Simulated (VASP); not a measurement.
Write the native input for VASP 6.6.1 that does the following.

| Quantity | Value |
| --- | --- |
| Task | relaxation of cell and atoms |
| Functional | PBE |
| Potentials or basis | VASP PAW PBE potentials, release 64 (B, As) |
| Cutoff | 500 eV |
| k mesh | 8 × 8 × 8 |
| Occupations | gaussian, width 0.01 eV |
| Spin | no spin polarisation |
| Target pressure | 10 GPa |
| Dipole correction | no |
| Further INCAR settings | ALGO = Normal; EDIFF = 1e-07; IBRION = 2; EDIFFG = -0.01; NSW = 100; ISIF = 3 |

The structure of BAs lies in POSCAR:

```
BAs
1.0
    0.0000000000      2.3885000000      2.3885000000
    2.3885000000      0.0000000000      2.3885000000
    2.3885000000      2.3885000000      0.0000000000
B As
1 1
Direct
    0.0000000000      0.0000000000      0.0000000000
    0.7500000000      0.7500000000      0.7500000000
```

One way to write it, as run:

INCAR

```
  ALGO = Normal
  EDIFF = 1E-7
  EDIFFG = -0.01
  ENCUT = 500
  GGA = PE
  GGA_COMPAT = F
  IBRION = 2
  ISIF = 3
  ISMEAR = 0
  LASPH = T
  LCHARG = F
  LREAL = F
  LWAVE = F
  NELM = 120
  NELMIN = 4
  NSW = 100
  PREC = Accurate
  PSTRESS = 100.0
  SIGMA = 0.01
```

KPOINTS

```
k-points
0
Gamma
  8 8 8
```

Potentials or basis: VASP PAW PBE potentials, release 64 (B, As).

Command:

```console
$ cat potpaw_PBE.64/B/POTCAR potpaw_PBE.64/As/POTCAR > POTCAR
$ mpirun -np 1 vasp_std > vasp.out
```

Results of the run:

- Relaxed volume: 13.08 Å³/atom
- Relaxed cell: a = 3.332 Å, b = 3.332 Å, c = 3.332 Å, α = 60.00°, β = 60.00°, γ = 60.00°
- Space group after relaxing (to 0.1 Å): F-43m (No. 216)
- Energy change on relaxing (the run minimises the enthalpy): +22.6 meV/atom
- Ionic steps: 3
- Pressure after relaxing: 10.0 GPa
- Band gap on the k mesh: 1.15 eV (least direct gap 3.33 eV)

Caveat: the cell is relaxed towards a set pressure, so the run minimises the enthalpy, not the energy.

Wall time 10 s on 1 thread of Intel(R) Xeon(R) 6975P-C (Granite Rapids), with other jobs on the host, peak memory 0.16 GiB.
